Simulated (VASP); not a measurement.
KF (Carobbiite), 2 atoms in the cell. It takes space group I4/mmm (No. 139, tetragonal). The conventional cell has a = 3.723 Å, b = 3.723 Å, c = 5.349 Å, α = 90.00°, β = 90.00°, γ = 90.00°. Within 3.5 Å of K (site symmetry 4/mmm) lie 6 F at 2.63 to 2.67 Å. Within 3.5 Å of F (site symmetry 4/mmm) lie 6 K at 2.63 to 2.67 Å.  This cell differs from its parent crystal: in-plane strain -0.01.

* Program: VASP 6.6.1
* Task: single point
* Functional: r2SCAN
* Potentials or basis: VASP PAW PBE potentials, release 64 (K_sv, F)
* Cutoff: 520 eV
* k mesh: 8 × 8 × 8
* Occupations: gaussian, width 0.01 eV
* Spin: no spin polarisation
* Dipole correction: no
* Further INCAR settings: ALGO = Normal; EDIFF = 1e-07; NBANDS = 15

Potentials or basis: VASP PAW PBE potentials, release 64 (K_sv, F).

Run with:

```console
$ cat potpaw_PBE.64/K_sv/POTCAR potpaw_PBE.64/F/POTCAR > POTCAR
$ cp INCAR.step1 INCAR
$ mpirun -np 1 vasp_std > vasp.out
$ cp INCAR.step2 INCAR
$ mpirun -np 1 vasp_std > vasp.out
```

Hardware: 1 thread of Intel Xeon 8259CL, with other jobs on the host.

Problem. Estimate the wall time of this run.

Solution. Wall time 3.7 min on 1 thread of Intel Xeon 8259CL, on a shared host, peak memory 0.18 GiB. Counts: k points 59.
